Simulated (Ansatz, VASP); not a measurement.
# Ti3Al: VASP beside Ansatz

```
Ti Al
1.0
     4.05280    0.00000    0.00000
     0.00000    4.05280    0.00000
     0.00000    0.00000    4.05280
Ti Al
3 1
Direct
  0.00000 0.50000 0.50000
  0.50000 0.00000 0.50000
  0.50000 0.50000 0.00000
  0.00000 0.00000 0.00000
```

Alike in both runs: functional PBE; k mesh 4 × 4 × 4; occupations gaussian, width 0.1 eV; no spin polarisation.

Ansatz relaxed the structure, and its values are those at the end. VASP's run is a single point on that final structure, the one shown.

|  | VASP | Ansatz |
| --- | --- | --- |
| version | VASP 6.6.1 | Ansatz 0.2.0 |
| potentials or method | VASP PAW PBE potentials, release 64 (Ti_sv, Al), cutoff 520 eV | scalar-relativistic, plane waves, PAW |
| valence electrons in the cell | 39 | 39 |

```tsv
	VASP	Ansatz	Ansatz less VASP
gap on the k mesh at the Fermi level (eV)	none	none	-
pressure (GPa)	-0.3	-0.2	+0.15
```

A gap of «none» marks a metal or a gap that the smearing closes. The functional is the same, so the differences come from potentials, cutoffs and numerics.

The k mesh is coarse, so the values compare programs but aren't converged.
